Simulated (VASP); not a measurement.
# Pb (P6_3/mmc) in VASP: further runs

Runs on Pb. Level: PBE+D3(BJ). Tasks: relaxation of shape and atoms at fixed volume.

Everything below comes from runs of VASP 6.6.1. Logs are shortened: lines on timing, memory, paths and dates and some standing lists are left out, and cuts for length are marked.

### 1 The cell of the first run

It takes space group P6_3/mmc (No. 194, hexagonal). The conventional cell has a = 3.418 Å, b = 3.418 Å, c = 5.635 Å, α = 90.00°, β = 90.00°, γ = 120.00°. Pb (site symmetry -6m2) has 12 Pb at 3.42 to 3.44 Å within 4.5 Å.

This isn't the form of Pb at room conditions, which is fcc.

### 2 Relaxation of shape and atoms at fixed volume, PBE+D3(BJ) (28.51 Å³/atom)

INCAR reads:

```
  ALGO = Fast
  EDIFF = 1E-7
  EDIFFG = -0.01
  ENCUT = 600
  GGA = PE
  IBRION = 2
  ISIF = 4
  ISMEAR = 0
  IVDW = 12
  LASPH = T
  LCHARG = F
  LREAL = F
  LWAVE = F
  NELM = 80
  NSW = 50
  PREC = Accurate
  SIGMA = 0.1
```

KPOINTS reads:

```
k-points
0
Gamma
  15 15 8
```

POSCAR reads:

```
Pb
1.0
    3.4182270817      0.0000000000      0.0000000000
   -1.7091135409      2.9602714887      0.0000000000
    0.0000000000      0.0000000000      5.6352697501
Pb
2
Direct
    0.3333333333      0.6666666667      0.2500000000
    0.6666666667      0.3333333333      0.7500000000
```

Potentials or basis: VASP PAW PBE potentials, release 64 (Pb_d).

Command:

```bash
cat potpaw_PBE.64/Pb_d/POTCAR > POTCAR
mpirun -np 1 vasp_std > vasp.out
```

OUTCAR:

```text
EDIFF = 1E-7
   EDIFFG = -0.01
   ENCUT = 600
   GGA = PE
   IBRION = 2
   ISIF = 4
   ISMEAR = 0
   IVDW = 12
   LASPH = T
   LREAL = F
   NELM = 80
   NSW = 50
   PREC = Accurate
 IVDW          = 12

 ion  position               nearest neighbor table
   1  0.333  0.667  0.250-   2 3.44   2 3.44   2 3.44   2 3.44   2 3.44   2 3.44
   2  0.667  0.333  0.750-   1 3.44   1 3.44   1 3.44   1 3.44   1 3.44   1 3.44

  LATTYP: Found a hexagonal cell.
 ALAT       =     3.4182270817
 C/A-ratio  =     1.6485943196

  Lattice vectors:

 A1 = (   3.4182270817,   0.0000000000,   0.0000000000)
 A2 = (  -1.7091135409,   2.9602714887,   0.0000000000)
 A3 = (   0.0000000000,   0.0000000000,   5.6352697501)

Analysis of symmetry for initial positions (statically):
=====================================================================
 Subroutine PRICEL returns:
 Original cell was already a primitive cell.

 Routine SETGRP: Setting up the symmetry group for a
 hexagonal supercell.

 Subroutine GETGRP returns: Found 24 space group operations
 (whereof 12 operations were pure point group operations)
 out of a pool of 24 trial point group operations.

The static configuration has the point symmetry D_3d.
 The point group associated with its full space group is D_6h.

Analysis of symmetry for dynamics (positions and initial velocities):
=====================================================================
 Subroutine PRICEL returns:
 Original cell was already a primitive cell.

 Routine SETGRP: Setting up the symmetry group for a
 hexagonal supercell.

 Subroutine GETGRP returns: Found 24 space group operations
 (whereof 12 operations were pure point group operations)
 out of a pool of 24 trial point group operations.

The dynamic configuration has the point symmetry D_3d.
 The point group associated with its full space group is D_6h.

 Subroutine INISYM returns: Found 24 space group operations
 (whereof 12 operations are pure point group operations),
 and found     1 'primitive' translations

----------------------------------------------------------------------------------------

                                     Primitive cell

  volume of cell :      57.0226

  direct lattice vectors                    reciprocal lattice vectors
     3.418227082  0.000000000  0.000000000     0.292549318  0.168903427  0.000000000
    -1.709113541  2.960271489  0.000000000     0.000000000  0.337806854  0.000000000
     0.000000000  0.000000000  5.635269750     0.000000000  0.000000000  0.177453794

  length of vectors
     3.418227082  3.418227082  5.635269750     0.337806854  0.337806854  0.177453794

  position of ions in fractional coordinates (direct lattice)
     0.333333333  0.666666667  0.250000000
     0.666666667  0.333333333  0.750000000

  ion indices of the primitive-cell ions
   primitive index   ion index
                 1           1
                 2           2

----------------------------------------------------------------------------------------

 KPOINTS: k-points

Automatic generation of k-mesh.
 Grid dimensions read from file:
 generate k-points for:   15   15    8

 Generating k-lattice:

  Cartesian coordinates                     Fractional coordinates (reciprocal lattice)
     0.019503288  0.011260228  0.000000000     0.066666667  0.000000000  0.000000000
     0.000000000  0.022520457  0.000000000     0.000000000  0.066666667  0.000000000
     0.000000000  0.000000000  0.022181724     0.000000000  0.000000000  0.125000000

  Length of vectors
     0.022520457  0.022520457  0.022181724

  Shift w.r.t. Gamma in fractional coordinates (k-lattice)
     0.000000000  0.000000000  0.000000000

 Subroutine IBZKPT returns following result:
 ===========================================

 Found    135 irreducible k-points:

 Following reciprocal coordinates:
            Coordinates               Weight
  0.000000  0.000000  0.000000      1.000000
  0.066667  0.000000  0.000000      6.000000
  0.133333 -0.000000  0.000000      6.000000
  0.200000  0.000000  0.000000      6.000000
  0.266667 -0.000000  0.000000      6.000000
  0.333333 -0.000000  0.000000      6.000000
[... 16 lines left out ...]
  0.333333  0.200000  0.000000     12.000000
  0.400000  0.200000  0.000000      6.000000
 [... further k-points ...]
   k-points           NKPTS =    135   k-points in BZ     NKDIM =    135   number of bands    NBANDS=     18
   number of dos      NEDOS =    301   number of ions     NIONS =      2
   total plane-waves  NPLWV =  37632
   dimension x,y,z NGX =    28 NGY =   28 NGZ =   48
   dimension x,y,z NGXF=    56 NGYF=   56 NGZF=   96
   ions per type =               2
   NGX,Y,Z   is equivalent  to a cutoff of  13.62, 13.62, 14.16 a.u.
   NGXF,Y,Z  is equivalent  to a cutoff of  27.24, 27.24, 28.32 a.u.
 SYSTEM =  unknown system
   PREC   = accura    normal or accurate (medium, high low for compatibility)
   ISTART =      0    job   : 0-new  1-cont  2-samecut
   ICHARG =      2    charge: 1-file 2-atom 10-const
   ISPIN  =      1    spin polarized calculation?
   LNONCOLLINEAR =      F non collinear calculations
   LSORBIT =      F    spin-orbit coupling
   LASPH  =      T    aspherical Exc in radial PAW
   ENCUT  =  600.0 eV  44.10 Ry    6.64 a.u.   6.83  6.83 11.26*2*pi/ulx,y,z
   NELM   =     80;   NELMIN=  2; NELMDL= -5     # of ELM steps
   EDIFF  = 0.1E-06   stopping-criterion for ELM
   LREAL  =      F    real-space projection
   EDIFFG = -.1E-01   stopping-criterion for IOM
   NSW    =     50    number of steps for IOM
   IBRION =      2    ionic relax: 0-MD 1-quasi-New 2-CG
   NFREE  =      1    steps in history (QN), initial steepest desc. (CG)
   ISIF   =      4    stress and relaxation
   ISYM   =      2    0-nonsym 1-usesym 2-fastsym
   POTIM  = 0.5000    time-step for ionic-motion
   TEBEG  =    0.0;   TEEND  =   0.0 temperature during run
   PSTRESS=    0.0 pullay stress
   NELECT =      28.0000    total number of electrons
   NUPDOWN=      -1.0000    fix difference up-down
   EMIN   =  10.00;   EMAX   =-10.00  energy-range for DOS
   EFERMI =   0.00;   METHOD = LEGACY
   ISMEAR =     0;   SIGMA  =   0.10  broadening in eV -4-tet -1-fermi 0-gaus
   EFERMI_NEDOS =   21; number of points for ismear=-14 and -15
   IALGO  =     68    algorithm
   IMIX   =      4    mixing-type and parameters
     AMIX     =   0.40;   BMIX     =  1.00
     AMIX_MAG =   1.60;   BMIX_MAG =  1.00
  volume/ion in A,a.u.               =      28.51       192.40
  Fermi-wavevector in a.u.,A,eV,Ry     =   1.291552  2.440679 22.695956  1.668106
  Thomas-Fermi vector in A             =   2.423315
   LORBIT       =      0    0 simple, 1 ext, 2 COOP (PROOUT), +10 PAW based schemes
   GGA     = PE    functional components
   LHFCALC =     F    Hartree Fock is set to
   AEXX    =    0.0000 exact exchange contribution
   IVDW    =    12    specifies the selected vdW correction
   LEPSILON=     F    determine dielectric tensor
   LRPA    =     F    only Hartree local field effects (RPA)
 conjugate gradient relaxation of ions
 non-spin polarized calculation
 RMM-DIIS sequential band-by-band and
 Gauss-broadening in eV      SIGMA  =   0.10
  energy-cutoff  :      600.00
  volume of cell :       57.02
 maximum number of plane-waves:      1929
 NGX is ok and might be reduce to    28
   NGX = 13   NGY = 13   NGZ = 23

 number of electron      27.9999999 magnetization

 Free energy of the ion-electron system (eV)
  ---------------------------------------------------
  ext. energy  EPLUGINS =         0.00000000
  ---------------------------------------------------
  free energy    TOTEN  =        -7.00098738 eV

  energy without entropy =       -6.99793115  energy(sigma->0) =       -6.99945926

 E-fermi :   7.9619     XC(G=0): -10.4859

 val. band max:        7.8947487407   @ k =   0.3333  -0.0000   0.2500
 cond. band min:       7.9878754351   @ k =   0.4000   0.2000   0.5000
 fundamental gap:      0.0931266945
 Fermi energy:         7.9618763089

 k-point     1 :       0.0000    0.0000    0.0000
  band No.  band energies     occupation
      1      -9.1830      2.00000
      2      -9.1423      2.00000
      3      -9.1147      2.00000
      4      -9.1147      2.00000
      5      -9.0897      2.00000
      6      -9.0897      2.00000
[... 10 lines left out ...]
     17      15.9127      0.00000
     18      15.9425      0.00000

 k-point     2 :       0.0667    0.0000    0.0000
  band No.  band energies     occupation
      1      -9.1778      2.00000
      2      -9.1455      2.00000
      3      -9.1060      2.00000
      4      -9.1017      2.00000
      5      -9.0881      2.00000
      6      -9.0773      2.00000
[... 10 lines left out ...]
     17      15.8196      0.00000
     18      16.0790      0.00000

 k-point     3 :       0.1333   -0.0000    0.0000
  band No.  band energies     occupation
      1      -9.1853      2.00000
      2      -9.1350      2.00000
      3      -9.0979      2.00000
      4      -9.0652      2.00000
      5      -9.0651      2.00000
      6      -9.0421      2.00000
[... 10 lines left out ...]
     17      15.5801      0.00000
     18      16.1002      0.00000

 k-point     4 :       0.2000    0.0000    0.0000
  band No.  band energies     occupation
      1      -9.2141      2.00000
      2      -9.1173      2.00000
      3      -9.0897      2.00000
      4      -9.0722      2.00000
      5      -9.0531      2.00000
      6      -9.0144      2.00000
[... 375 lines left out ...]
      4      -9.0924      2.00000
      5      -9.0029      2.00000
      6      -8.9811      2.00000
[... 10 lines left out ...]
     17      11.0618      0.00000
     18      11.4215      0.00000

 k-point    23 :       0.3333    0.2000    0.0000
  band No.  band energies     occupation
      1      -9.2128      2.00000
      2      -9.1933      2.00000
      3      -9.0878      2.00000
      4      -9.0850      2.00000
      5      -9.0016      2.00000
      6      -8.9880      2.00000
[... 10 lines left out ...]
     17      10.3849      0.00000
     18      10.6861      0.00000

 k-point    24 :       0.4000    0.2000    0.0000
  band No.  band energies     occupation
      1      -9.2208      2.00000
      2      -9.1979      2.00000
      3      -9.0845      2.00000
      4      -9.0739      2.00000
      5      -9.0105      2.00000
      6      -8.9751      2.00000
[... 10 lines left out ...]
     17       9.8019      0.00000
     18      10.5682      0.00000

 [... further k-points ...]

------------------------ aborting loop because EDIFF is reached ----------------------------------------

 Edisp (eV)   -0.87244

 E8    (eV) :    -0.4422

  FORCE on cell =-STRESS in cart. coord.  units (eV):
  Direction    XX          YY          ZZ          XY          YZ          ZX
  --------------------------------------------------------------------------------------
  -------------------------------------------------------------------------------------
  Total       1.16311     1.16311     1.19176    -0.00000     0.00000     0.00000
  in kB      32.68015    32.68015    33.48507    -0.00000     0.00000     0.00000
  external pressure =       32.95 kB  Pullay stress =        0.00 kB

 VOLUME and BASIS-vectors are now :
 -----------------------------------------------------------------------------
  energy-cutoff  :      600.00
  volume of cell :       57.02
      direct lattice vectors                 reciprocal lattice vectors
     3.418227082  0.000000000  0.000000000     0.292549318  0.168903427  0.000000000
    -1.709113541  2.960271489  0.000000000     0.000000000  0.337806854  0.000000000
     0.000000000  0.000000000  5.635269750     0.000000000  0.000000000  0.177453794

 POSITION                                       TOTAL-FORCE (eV/Angst)
 -----------------------------------------------------------------------------------
     -0.00000      1.97351      1.40882         0.000000     -0.000000      0.000000
      1.70911      0.98676      4.22645        -0.000000      0.000000      0.000000
 -----------------------------------------------------------------------------------
    total drift:                               -0.000000      0.000000      0.000000

  FREE ENERGIE OF THE ION-ELECTRON SYSTEM (eV)
  ---------------------------------------------------
  free  energy   TOTEN  =        -7.8734264282 eV

  energy  without entropy=       -7.8703701978  energy(sigma->0) =       -7.87189831

 reached required accuracy - stopping structural energy minimisation
```

Run time: 2.5 min. Hardware: 1 thread of Intel Xeon Platinum 8259CL at 2.50GHz (Skylake/Cascade Lake), shared host; peak memory 0.3 GiB.

Results:

```
Free energy                : -7.8734 eV
Pressure after relaxing    : 3.3 GPa
Band gap on the k mesh     : zero (bands 14 and 15 overlap by 8.30 eV)
Dispersion energy per atom : -0.436 eV
```

Stress tensor (GPa, compression positive):
```
3.27 0.00 0.00
0.00 3.27 0.00
0.00 0.00 3.35
```

Final structure:
```
CELL_PARAMETERS angstrom
3.41823 0.00000 0.00000
-1.70911 2.96027 0.00000
0.00000 0.00000 5.63527
ATOMIC_POSITIONS crystal
Pb 0.33333 0.66667 0.25000
Pb 0.66667 0.33333 0.75000
```

Caveat: spin-orbit coupling is left out, which moves the levels of the heavy elements.

### 3 Relaxation of shape and atoms at fixed volume, PBE+D3(BJ) (29.42 Å³/atom)

This run uses another cell than the first one, of 29.42 Å³/atom.

INCAR reads:

```
SYSTEM = Pb
PREC = Accurate
ENCUT = 600
EDIFF = 1E-6
ISMEAR = 0
SIGMA = 0.1
LREAL = .False.
LASPH = .True.
NELM = 100
ALGO = Fast
ISIF = 4
LWAVE = .False.
LCHARG = .False.
GGA = PE
IVDW = 12
IBRION = 2
NSW = 50
EDIFFG = -0.01
```

KPOINTS reads:

```
regular mesh
0
Gamma
  15 15 8
  0 0 0
```

POSCAR reads:

```
Pb
1.0
    3.4542110638      0.0000000000      0.0000000000
   -1.7271055319      2.9914345312      0.0000000000
    0.0000000000      0.0000000000      5.6945927385
Pb
2
Direct
    0.3333333333      0.6666666667      0.2500000000
    0.6666666667      0.3333333333      0.7500000000
```

Potentials or basis: VASP PAW PBE potentials, release 64 (Pb_d).

Command:

```bash
cat potpaw_PBE.64/Pb_d/POTCAR > POTCAR
mpirun -np 1 vasp_std > vasp.out
```

It took 1.8 min on 1 thread of Intel Xeon Platinum 8259CL at 2.50GHz (Skylake/Cascade Lake), shared host; peak memory 0.3 GiB.

It converged, with:

* Free energy: -7.9007 eV
* Pressure after relaxing: 1.5 GPa
* Band gap on the k mesh: zero (bands 14 and 15 overlap by 8.02 eV)
* Dispersion energy per atom: -0.422 eV

Final structure:
```
CELL_PARAMETERS angstrom
3.45421 0.00000 0.00000
-1.72711 2.99143 0.00000
0.00000 0.00000 5.69459
ATOMIC_POSITIONS crystal
Pb 0.33333 0.66667 0.25000
Pb 0.66667 0.33333 0.75000
```

Levels at points of the mesh, in eV from the Fermi level:
```csv
k point,band 10,band 11,band 12,band 13,band 14,band 15,band 16,band 17,band 18
"(0.00, 0.00, 0.00)",-16.78,-11.93,-8.21,-4.33,5.89,5.89,7.65,7.70,7.70
"(0.00, 0.00, 0.50)",-16.84,-10.70,-10.70,0.72,0.72,6.75,6.75,6.75,6.75
```

Caveat: spin-orbit coupling is left out, which moves the levels of the heavy elements.

The gap in the log of VASP goes by the Fermi energy; the results here count the filled bands.